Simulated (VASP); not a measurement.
# LuH2 in VASP: a series of runs

Runs on LuH2. Level: PBEsol+D3(BJ). Tasks: relaxation of cell and atoms, single point.

All numbers are computed with VASP 6.6.1; they aren't measurements. Logs are shortened: lines on timing, memory, paths and dates and some standing lists are left out, and cuts for length are marked.

## 1. The cell of the first run

It takes space group Fm-3m (No. 225, cubic). Conventional cell: a = 5.033 Å, b = 5.033 Å, c = 5.033 Å, α = 90.00°, β = 90.00°, γ = 90.00°. Within 2.9 Å of Lu (site symmetry m-3m) lie 8 H at 2.18 Å. Within 2.9 Å of H (site symmetry -43m) lie 4 Lu at 2.18 Å and 6 H at 2.52 Å.

## 2. Relaxation of cell and atoms, PBEsol+D3(BJ)

Contents of INCAR:

```
SYSTEM = LuH2
  PREC = Accurate
  ENCUT = 500
  EDIFF = 1E-7
  ISMEAR = -1
  SIGMA = 0.2
  LREAL = .False.
  LASPH = .True.
  NELM = 120
  ALGO = Normal
  ISIF = 3
  LWAVE = .False.
  LCHARG = .False.
  GGA = PS
  IVDW = 12
  IBRION = 2
  NSW = 80
  EDIFFG = -0.1
  ISYM = -1
  GGA_COMPAT = .False.
  NELMIN = 4
```

Contents of KPOINTS:

```
explicit points
108
Reciprocal
  0.08333333   0.08333333   0.08333333 2
  0.08333333   0.08333333   0.25000000 2
  0.08333333   0.08333333   0.41666667 2
  0.08333333   0.08333333   0.58333333 2
  0.08333333   0.08333333   0.75000000 2
  0.08333333   0.08333333   0.91666667 2
  0.08333333   0.25000000   0.08333333 2
  0.08333333   0.25000000   0.25000000 2
  0.08333333   0.25000000   0.41666667 2
  0.08333333   0.25000000   0.58333333 2
  0.08333333   0.25000000   0.75000000 2
  0.08333333   0.25000000   0.91666667 2
  0.08333333   0.41666667   0.08333333 2
  0.08333333   0.41666667   0.25000000 2
  0.08333333   0.41666667   0.41666667 2
  0.08333333   0.41666667   0.58333333 2
  0.08333333   0.41666667   0.75000000 2
  0.08333333   0.41666667   0.91666667 2
  0.08333333   0.58333333   0.08333333 2
  0.08333333   0.58333333   0.25000000 2
  0.08333333   0.58333333   0.41666667 2
  0.08333333   0.58333333   0.58333333 2
  0.08333333   0.58333333   0.75000000 2
  0.08333333   0.58333333   0.91666667 2
  0.08333333   0.75000000   0.08333333 2
  0.08333333   0.75000000   0.25000000 2
  0.08333333   0.75000000   0.41666667 2
  0.08333333   0.75000000   0.58333333 2
  0.08333333   0.75000000   0.75000000 2
  0.08333333   0.75000000   0.91666667 2
  0.08333333   0.91666667   0.08333333 2
  0.08333333   0.91666667   0.25000000 2
  0.08333333   0.91666667   0.41666667 2
  0.08333333   0.91666667   0.58333333 2
  0.08333333   0.91666667   0.75000000 2
  0.08333333   0.91666667   0.91666667 2
  0.25000000   0.08333333   0.08333333 2
  0.25000000   0.08333333   0.25000000 2
  0.25000000   0.08333333   0.41666667 2
  0.25000000   0.08333333   0.58333333 2
  0.25000000   0.08333333   0.75000000 2
  0.25000000   0.08333333   0.91666667 2
  0.25000000   0.25000000   0.08333333 2
  0.25000000   0.25000000   0.25000000 2
  0.25000000   0.25000000   0.41666667 2
  0.25000000   0.25000000   0.58333333 2
  0.25000000   0.25000000   0.75000000 2
  0.25000000   0.25000000   0.91666667 2
  0.25000000   0.41666667   0.08333333 2
  0.25000000   0.41666667   0.25000000 2
  0.25000000   0.41666667   0.41666667 2
  0.25000000   0.41666667   0.58333333 2
  0.25000000   0.41666667   0.75000000 2
  0.25000000   0.41666667   0.91666667 2
  0.25000000   0.58333333   0.08333333 2
  0.25000000   0.58333333   0.25000000 2
  0.25000000   0.58333333   0.41666667 2
  0.25000000   0.58333333   0.58333333 2
  0.25000000   0.58333333   0.75000000 2
  0.25000000   0.58333333   0.91666667 2
  0.25000000   0.75000000   0.08333333 2
  0.25000000   0.75000000   0.25000000 2
  0.25000000   0.75000000   0.41666667 2
  0.25000000   0.75000000   0.58333333 2
  0.25000000   0.75000000   0.75000000 2
  0.25000000   0.75000000   0.91666667 2
  0.25000000   0.91666667   0.08333333 2
  0.25000000   0.91666667   0.25000000 2
  0.25000000   0.91666667   0.41666667 2
  0.25000000   0.91666667   0.58333333 2
  0.25000000   0.91666667   0.75000000 2
  0.25000000   0.91666667   0.91666667 2
  0.41666667   0.08333333   0.08333333 2
  0.41666667   0.08333333   0.25000000 2
  0.41666667   0.08333333   0.41666667 2
  0.41666667   0.08333333   0.58333333 2
  0.41666667   0.08333333   0.75000000 2
  0.41666667   0.08333333   0.91666667 2
  0.41666667   0.25000000   0.08333333 2
  0.41666667   0.25000000   0.25000000 2
  0.41666667   0.25000000   0.41666667 2
  0.41666667   0.25000000   0.58333333 2
  0.41666667   0.25000000   0.75000000 2
  0.41666667   0.25000000   0.91666667 2
  0.41666667   0.41666667   0.08333333 2
  0.41666667   0.41666667   0.25000000 2
  0.41666667   0.41666667   0.41666667 2
  0.41666667   0.41666667   0.58333333 2
  0.41666667   0.41666667   0.75000000 2
  0.41666667   0.41666667   0.91666667 2
  0.41666667   0.58333333   0.08333333 2
  0.41666667   0.58333333   0.25000000 2
  0.41666667   0.58333333   0.41666667 2
  0.41666667   0.58333333   0.58333333 2
  0.41666667   0.58333333   0.75000000 2
  0.41666667   0.58333333   0.91666667 2
  0.41666667   0.75000000   0.08333333 2
  0.41666667   0.75000000   0.25000000 2
  0.41666667   0.75000000   0.41666667 2
  0.41666667   0.75000000   0.58333333 2
  0.41666667   0.75000000   0.75000000 2
  0.41666667   0.75000000   0.91666667 2
  0.41666667   0.91666667   0.08333333 2
  0.41666667   0.91666667   0.25000000 2
  0.41666667   0.91666667   0.41666667 2
  0.41666667   0.91666667   0.58333333 2
  0.41666667   0.91666667   0.75000000 2
  0.41666667   0.91666667   0.91666667 2
```

Contents of POSCAR:

```
LuH2
1.0
    0.0000000000      2.5165000000      2.5165000000
    2.5165000000      0.0000000000      2.5165000000
    2.5165000000      2.5165000000      0.0000000000
Lu H
1 2
Direct
    0.0000000000      0.0000000000      0.0000000000
    0.2500000000      0.2500000000      0.2500000000
    0.7500000000      0.7500000000      0.7500000000
```

Potentials or basis: VASP PAW PBE potentials, release 64 (Lu, H).

Launch:

```
cat potpaw_PBE.64/Lu/POTCAR potpaw_PBE.64/H/POTCAR > POTCAR
mpirun -np 1 vasp_std > vasp.out
```

OUTCAR:

```text
SYSTEM = LuH2
   PREC = Accurate
   ENCUT = 500
   EDIFF = 1E-7
   ISMEAR = -1
   LREAL = .False.
   LASPH = .True.
   NELM = 120
   ISIF = 3
   GGA = PS
   IVDW = 12
   IBRION = 2
   NSW = 80
   EDIFFG = -0.1
   ISYM = -1
   NELMIN = 4
 IVDW          = 12

 ion  position               nearest neighbor table
   1  0.000  0.000  0.000-   3 2.18   3 2.18   3 2.18   2 2.18   2 2.18   2 2.18   3 2.18   2 2.18

   2  0.250  0.250  0.250-   1 2.18   1 2.18   1 2.18   1 2.18
   3  0.750  0.750  0.750-   1 2.18   1 2.18   1 2.18   1 2.18

IMPORTANT INFORMATION: All symmetrisations will be switched off!
NOSYMM: (Re-)initialisation of all symmetry stuff for point group C_1.

----------------------------------------------------------------------------------------

                                     Primitive cell

  volume of cell :      31.8728

  direct lattice vectors                    reciprocal lattice vectors
     0.000000000  2.516500000  2.516500000    -0.198688655  0.198688655  0.198688655
     2.516500000  0.000000000  2.516500000     0.198688655 -0.198688655  0.198688655
     2.516500000  2.516500000  0.000000000     0.198688655  0.198688655 -0.198688655

  length of vectors
     3.558868430  3.558868430  3.558868430     0.344138845  0.344138845  0.344138845

  position of ions in fractional coordinates (direct lattice)
     0.000000000  0.000000000  0.000000000
     0.250000000  0.250000000  0.250000000
     0.750000000  0.750000000  0.750000000

  ion indices of the primitive-cell ions
   primitive index   ion index
                 1           1
                 2           2
                 3           3

----------------------------------------------------------------------------------------

 KPOINTS: explicit points

Read explicit list of k-points.

 Found    108 k-points:

 Following reciprocal coordinates:
            Coordinates               Weight
  0.083333  0.083333  0.083333      0.009259
  0.083333  0.083333  0.250000      0.009259
  0.083333  0.083333  0.416667      0.009259
  0.083333  0.083333  0.583333      0.009259
  0.083333  0.083333  0.750000      0.009259
  0.083333  0.083333  0.916667      0.009259
[... 16 lines left out ...]
  0.083333  0.583333  0.750000      0.009259
  0.083333  0.583333  0.916667      0.009259
 [... further k-points ...]
   k-points           NKPTS =    108   k-points in BZ     NKDIM =    108   number of bands    NBANDS=     17
   number of dos      NEDOS =    301   number of ions     NIONS =      3
   total plane-waves  NPLWV =  21952
   dimension x,y,z NGX =    28 NGY =   28 NGZ =   28
   dimension x,y,z NGXF=    56 NGYF=   56 NGZF=   56
   ions per type =               1   2
   NGX,Y,Z   is equivalent  to a cutoff of  13.08, 13.08, 13.08 a.u.
   NGXF,Y,Z  is equivalent  to a cutoff of  26.16, 26.16, 26.16 a.u.
 SYSTEM =  LuH2
   PREC   = accura    normal or accurate (medium, high low for compatibility)
   ISTART =      0    job   : 0-new  1-cont  2-samecut
   ICHARG =      2    charge: 1-file 2-atom 10-const
   ISPIN  =      1    spin polarized calculation?
   LNONCOLLINEAR =      F non collinear calculations
   LSORBIT =      F    spin-orbit coupling
   LASPH  =      T    aspherical Exc in radial PAW
   ENCUT  =  500.0 eV  36.75 Ry    6.06 a.u.   6.49  6.49  6.49*2*pi/ulx,y,z
[... 47 lines left out ...]
  ---------------------------------------------------
  free energy    TOTEN  =       -13.72452068 eV

  energy without entropy =      -13.64950248  energy(sigma->0) =      -13.68701158

 E-fermi :   2.5683     XC(G=0): -11.1894

 val. band max:        2.2741010261   @ k =   0.4167   0.9167   0.7500
 cond. band min:       2.6984507729   @ k =   0.0833   0.7500   0.2500
 fundamental gap:      0.4243497468
 Fermi energy:         2.5682922015

 k-point     1 :       0.0833    0.0833    0.0833
  band No.  band energies     occupation
      1     -53.6082      2.00000
      2     -24.1538      2.00000
      3     -24.1268      2.00000
      4     -24.1268      2.00000
      5      -6.5918      2.00000
[... 19 lines left out ...]
  Total      -1.30350    -1.30348    -1.30349     0.02761     0.02761     0.02763
  in kB     -65.52382   -65.52312   -65.52373     1.38809     1.38766     1.38904
  external pressure =      -65.52 kB  Pullay stress =        0.00 kB

 VOLUME and BASIS-vectors are now :
 -----------------------------------------------------------------------------
  energy-cutoff  :      500.00
  volume of cell :       31.87
      direct lattice vectors                 reciprocal lattice vectors
     0.000000000  2.516500000  2.516500000    -0.198688655  0.198688655  0.198688655
     2.516500000  0.000000000  2.516500000     0.198688655 -0.198688655  0.198688655
     2.516500000  2.516500000  0.000000000     0.198688655  0.198688655 -0.198688655

 POSITION                                       TOTAL-FORCE (eV/Angst)
 -----------------------------------------------------------------------------------
      0.00000      0.00000      0.00000        -0.000001     -0.000000      0.000000
      1.25825      1.25825      1.25825        -0.001285     -0.001288     -0.001287
      3.77475      3.77475      3.77475         0.001286      0.001288      0.001286
 -----------------------------------------------------------------------------------
    total drift:                                0.000001     -0.000002     -0.000001

  FREE ENERGIE OF THE ION-ELECTRON SYSTEM (eV)
  ---------------------------------------------------
  free  energy   TOTEN  =       -14.2715784169 eV

  energy  without entropy=      -14.1965602112  energy(sigma->0) =      -14.23406931

--------------------------------------- Ionic step        2  -------------------------------------------

 number of electron      26.9999997 magnetization

 Free energy of the ion-electron system (eV)
  ---------------------------------------------------
  ext. energy  EPLUGINS =         0.00000000
  ---------------------------------------------------
  free energy    TOTEN  =       -13.73509364 eV

  energy without entropy =      -13.66365201  energy(sigma->0) =      -13.69937282

 E-fermi :   2.7823     XC(G=0): -11.5053

 val. band max:        2.4694228278   @ k =   0.2500   0.5833   0.0833
 cond. band min:       2.9176780531   @ k =   0.0833   0.2500   0.7500
 fundamental gap:      0.4482552254
 Fermi energy:         2.7823466493

 k-point     1 :       0.0833    0.0833    0.0833
  band No.  band energies     occupation
      1     -53.1781      2.00000
      2     -23.7105      2.00000
      3     -23.6745      2.00000
      4     -23.6745      2.00000
      5      -6.5960      2.00000
      6      -2.3478      2.00000
[... 459 lines left out ...]
      6      -2.3539      2.00000
[... 9 lines left out ...]
     16       7.7286      0.00000
     17       9.1058      0.00000

 [... further k-points ...]

------------------------ aborting loop because EDIFF is reached ----------------------------------------

 Edisp (eV)   -0.58374

 E8    (eV) :    -0.3968

  FORCE on cell =-STRESS in cart. coord.  units (eV):
  Direction    XX          YY          ZZ          XY          YZ          ZX
  --------------------------------------------------------------------------------------
  -------------------------------------------------------------------------------------
  Total      -0.14622    -0.14623    -0.14622     0.01194     0.01194     0.01192
  in kB      -7.83218    -7.83293    -7.83268     0.63936     0.63980     0.63829
  external pressure =       -7.83 kB  Pullay stress =        0.00 kB

 VOLUME and BASIS-vectors are now :
 -----------------------------------------------------------------------------
  energy-cutoff  :      500.00
  volume of cell :       29.91
      direct lattice vectors                 reciprocal lattice vectors
     0.002235699  2.464868432  2.464867948    -0.203126764  0.202942672  0.202942776
     2.464868986  0.002234586  2.464869055     0.202942627 -0.203126627  0.202942593
     2.464868218  2.464868773  0.002235358     0.202942754  0.202942616 -0.203126730

 POSITION                                       TOTAL-FORCE (eV/Angst)
 -----------------------------------------------------------------------------------
      4.92974      2.46710      2.46710         0.000001      0.000000     -0.000001
      1.23293      1.23293      1.23293        -0.004849     -0.004852     -0.004849
      3.69904      3.69904      3.69904         0.004848      0.004852      0.004850
 -----------------------------------------------------------------------------------
    total drift:                                0.000001     -0.000000     -0.000001

  FREE ENERGIE OF THE ION-ELECTRON SYSTEM (eV)
  ---------------------------------------------------
  free  energy   TOTEN  =       -14.3188374916 eV

  energy  without entropy=      -14.2473958516  energy(sigma->0) =      -14.28311667

 reached required accuracy - stopping structural energy minimisation
```

Run time: 1.7 min. Hardware: 1 thread of AMD EPYC 9R45 (Zen 5), shared host; peak memory 0.19 GiB.

What came out:

```yaml
Free_energy: -14.3188 eV
Relaxed_volume: 9.97 Å³/atom
Relaxed_cell: a = 3.486 Å, b = 3.486 Å, c = 3.486 Å, α = 59.94°, β = 59.94°, γ = 59.94°
Space_group_after_relaxing_to_0.1_Å: Fm-3m (No. 225)
Energy_gained_by_relaxing: 15.8 meV/atom
Ionic_steps: 2
Pressure_after_relaxing: -0.8 GPa
Band_gap_on_the_k_mesh: zero (an odd number of electrons rules out a gap without spin polarisation)
Dispersion_energy_per_atom: -0.195 eV
```

Step by step:
```
step  energy change (eV)  largest force (eV/Å)  pressure (GPa)  volume (Å³)
   1              0.0000                0.0022           -6.55        31.87
   2             -0.0473                0.0084           -0.78        29.91
```

Final structure:
```cif
data_structure
_symmetry_space_group_name_H-M 'P 1'
_symmetry_Int_Tables_number 1
_cell_length_a 3.4859
_cell_length_b 3.4859
_cell_length_c 3.4859
_cell_angle_alpha 59.940
_cell_angle_beta 59.940
_cell_angle_gamma 59.940
_cell_volume 29.91
loop_
_atom_site_label
_atom_site_type_symbol
_atom_site_fract_x
_atom_site_fract_y
_atom_site_fract_z
_atom_site_occupancy
Lu1 Lu 0.00000 0.00000 0.00000 1
H1 H 0.24999 0.24999 0.24999 1
H2 H 0.75001 0.75001 0.75001 1
```

Caveat: the PAW data sets were made with another functional, which shifts forces and pressure a little; spin-orbit coupling is left out, which moves the levels of the heavy elements.

## 3. Single point, PBEsol+D3(BJ)

This run uses another cell than the first one, of 9.83 Å³/atom.

Contents of INCAR:

```
SYSTEM = LuH2
PREC = Accurate
ENCUT = 600
EDIFF = 1E-6
ISMEAR = -1
SIGMA = 0.2
LREAL = .False.
LASPH = .True.
NELM = 120
ALGO = Normal
ISIF = 2
LWAVE = .False.
LCHARG = .False.
GGA = PS
IVDW = 12
NBANDS = 20
ISYM = 0
GGA_COMPAT = .False.
```

Contents of KPOINTS:

```
Automatic mesh
0
Gamma
  6 6 6
  0.5 0.5 0.5
```

Contents of POSCAR:

```
LuH2
1.0
    0.0051089916      2.4547148747      2.4547148747
    2.4547148747      0.0051089916      2.4547148747
    2.4547148747      2.4547148747      0.0051089916
Lu H
1 2
Direct
    0.0000000000      0.0000000000      0.0000000000
    0.2496701952      0.2496701952      0.2496701952
    0.7503298048      0.7503298048      0.7503298048
```

Potentials or basis: VASP PAW PBE potentials, release 64 (Lu, H).

Launch:

```
cat potpaw_PBE.64/Lu/POTCAR potpaw_PBE.64/H/POTCAR > POTCAR
mpirun -np 1 vasp_std > vasp.out
```

It took 58 s on 1 thread of Intel Xeon 6975P-C (Granite Rapids), shared host; peak memory 0.23 GiB.

Results (log left out):

| Quantity | Value |
| --- | --- |
| Free energy | -14.3183 eV |
| Pressure | 0.8 GPa |
| Band gap on the k mesh | zero (an odd number of electrons rules out a gap without spin polarisation) |
| Dispersion energy per atom | -0.197 eV |

Forces on the atoms (eV/Å):
```
Lu   0.000  0.000  0.000
H   -0.001 -0.001 -0.001
H    0.001  0.001  0.001
```

Levels at points of the mesh, in eV from the Fermi level:
```tsv
k point	band 11	band 12	band 13	band 14	band 15	band 16
(0.08, 0.08, 0.08)	-4.64	-4.63	-1.10	1.53	1.53	2.45
```

Caveat: the k points lie up to 0.37 Å⁻¹ apart, too coarse for converged energies and pressures of a metal; the PAW data sets were made with another functional, which shifts forces and pressure a little; spin-orbit coupling is left out, which moves the levels of the heavy elements.

## 4. Relaxation of cell and atoms, PBEsol+D3(BJ)

Contents of INCAR:

```
SYSTEM = LuH2
  PREC = Accurate
  ENCUT = 600
  EDIFF = 1E-7
  ISMEAR = -1
  SIGMA = 0.2
  LREAL = .False.
  LASPH = .True.
  NELM = 120
  ALGO = Normal
  ISIF = 3
  LWAVE = .False.
  LCHARG = .False.
  GGA = PS
  IVDW = 12
  IBRION = 2
  NSW = 80
  EDIFFG = -0.1
  ISYM = 0
  GGA_COMPAT = .False.
  NELMIN = 4
```

KPOINTS is that of step 3.

Contents of POSCAR:

```
LuH2
1.0
    0.0000000000      2.5165000000      2.5165000000
    2.5165000000      0.0000000000      2.5165000000
    2.5165000000      2.5165000000      0.0000000000
Lu H
1 2
Direct
    0.0000000000      0.0000000000      0.0000000000
    0.2500000000      0.2500000000      0.2500000000
    0.7500000000      0.7500000000      0.7500000000
```

Launch:

```
cat potpaw_PBE.64/Lu/POTCAR potpaw_PBE.64/H/POTCAR > POTCAR
mpirun -np 1 vasp_std > vasp.out
```

Run time: 5.9 min. Hardware: 1 thread of Intel Xeon 6975P-C (Granite Rapids), shared host; peak memory 0.44 GiB.

Results (log left out):

```
Free energy                           : -14.3185 eV
Relaxed volume                        : 9.99 Å³/atom
Relaxed cell                          : a = 3.486 Å, b = 3.486 Å, c = 3.486 Å, α = 60.00°, β = 60.00°, γ = 60.00°
Space group after relaxing (to 0.1 Å) : Fm-3m (No. 225)
Energy gained by relaxing             : 14.9 meV/atom
Ionic steps                           : 2
Pressure after relaxing               : -0.9 GPa
Band gap on the k mesh                : zero (an odd number of electrons rules out a gap without spin polarisation)
Dispersion energy per atom            : -0.194 eV
```

Step by step:
```csv
step,energy change (eV),largest force (eV/Å),pressure (GPa),volume (Å³)
1,0.0000,0.0000,-6.36,31.87
2,-0.0448,0.0000,-0.87,29.97
```

Final structure:
```cif
data_structure
_symmetry_space_group_name_H-M 'P 1'
_symmetry_Int_Tables_number 1
_cell_length_a 3.4864
_cell_length_b 3.4864
_cell_length_c 3.4864
_cell_angle_alpha 60.000
_cell_angle_beta 60.000
_cell_angle_gamma 60.000
_cell_volume 29.97
loop_
_atom_site_label
_atom_site_type_symbol
_atom_site_fract_x
_atom_site_fract_y
_atom_site_fract_z
_atom_site_occupancy
Lu1 Lu 0.00000 0.00000 0.00000 1
H1 H 0.25000 0.25000 0.25000 1
H2 H 0.75000 0.75000 0.75000 1
```

Levels at points of the mesh, in eV from the Fermi level:
```
           k point  band 10  band 11  band 12  band 13  band 14  band 15  band 16  band 17
(0.08, 0.08, 0.08)    -4.69    -4.69    -4.68    -1.12     1.50     1.50     2.43     4.31
```

Caveat: the k points lie up to 0.37 Å⁻¹ apart in the final cell, too coarse for converged energies and pressures of a metal; the PAW data sets were made with another functional, which shifts forces and pressure a little; spin-orbit coupling is left out, which moves the levels of the heavy elements.

## 5. Summary

```tsv
task	cell	cutoff (eV)	gap on the mesh (eV)	pressure (GPa)
relaxation of cell and atoms	relaxed from a = 3.559 Å, angles 60.0°, 3 atoms, atomic positions A	500	none	-0.8
single point	a = 3.471 Å, angles 59.9°, 3 atoms, atomic positions B	600	none	0.8
relaxation of cell and atoms	relaxed from a = 3.559 Å, angles 60.0°, 3 atoms, atomic positions A	600	none	-0.9
```

Alike in all rows: level PBEsol+D3(BJ); potentials or basis VASP PAW PBE potentials, release 64 (Lu, H); no spin polarisation; k mesh 6 × 6 × 6, shifted; smearing fermi-dirac 0.2 eV.

Caveats: some runs use coarse meshes; the PAW data sets were made with another functional, which shifts forces and pressure a little; spin-orbit coupling is left out, which moves the levels of the heavy elements.

Total energies depend on the potentials used, so only differences within one code and one set of settings carry meaning.

The gap in the log of VASP goes by the Fermi energy; the results here count the filled bands.